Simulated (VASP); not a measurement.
A run of VASP 6.6.1:

Contents of POSCAR:

```
BP
1.0
    0.0000000000      2.3022908167      2.2682668145
    2.3022908167      0.0000000000      2.2682668145
    2.3022908167      2.3022908167      0.0000000000
B P
1 1
Direct
    0.0000000000      0.0000000000      0.0000000000
    0.7500000000      0.7500000000      0.7500000000
```

INCAR.step1

```
PREC     = Accurate       # precision mode
ENCUT    = 520            # plane-wave cutoff, eV
ISMEAR   = 0              # smearing method
SIGMA    = 0.05           # smearing width, eV
LREAL    = False          # projectors in reciprocal space
LASPH    = True           # aspherical terms in the spheres
NELM     = 100            # most SCF steps
NBANDS   = 11             # bands
GGA      = PE             # functional
ALGO     = Normal         # electronic algorithm
EDIFF    = 1E-4           # SCF threshold, eV
LWAVE    = True           # write WAVECAR
LCHARG   = False          # write CHGCAR
```

Contents of INCAR.step2:

```
PREC     = Accurate       # precision mode
ENCUT    = 520            # plane-wave cutoff, eV
EDIFF    = 1E-7           # SCF threshold, eV
ISMEAR   = 0              # smearing method
SIGMA    = 0.05           # smearing width, eV
LREAL    = False          # projectors in reciprocal space
LASPH    = True           # aspherical terms in the spheres
NELM     = 100            # most SCF steps
ALGO     = Normal         # electronic algorithm
ISIF     = 2              # what is computed and relaxed
LWAVE    = False          # write WAVECAR
LCHARG   = False          # write CHGCAR
METAGGA  = R2SCAN         # meta-GGA
LMIXTAU  = True         
NBANDS   = 11             # bands
ISTART   = 1
```

File KPOINTS:

```
regular mesh
0
Gamma
  10 10 10
```

Potentials or basis: VASP PAW PBE potentials, release 64 (B, P).

Run with:

```console
$ cat potpaw_PBE.64/B/POTCAR potpaw_PBE.64/P/POTCAR > POTCAR
$ cp INCAR.step1 INCAR
$ mpirun -np 1 vasp_std > vasp.out
$ cp INCAR.step2 INCAR
$ mpirun -np 1 vasp_std > vasp.out
```

Hardware: 1 thread of Intel(R) Xeon(R) Platinum 8259CL CPU @ 2.50GHz (Skylake/Cascade Lake) (shared host).

Task: How long does it take, and how much memory?

Result: It took 56 s on 1 thread of Intel(R) Xeon(R) Platinum 8259CL CPU @ 2.50GHz (Skylake/Cascade Lake), with other jobs on the host, peak memory 0.15 GiB. Counts: k points 102.
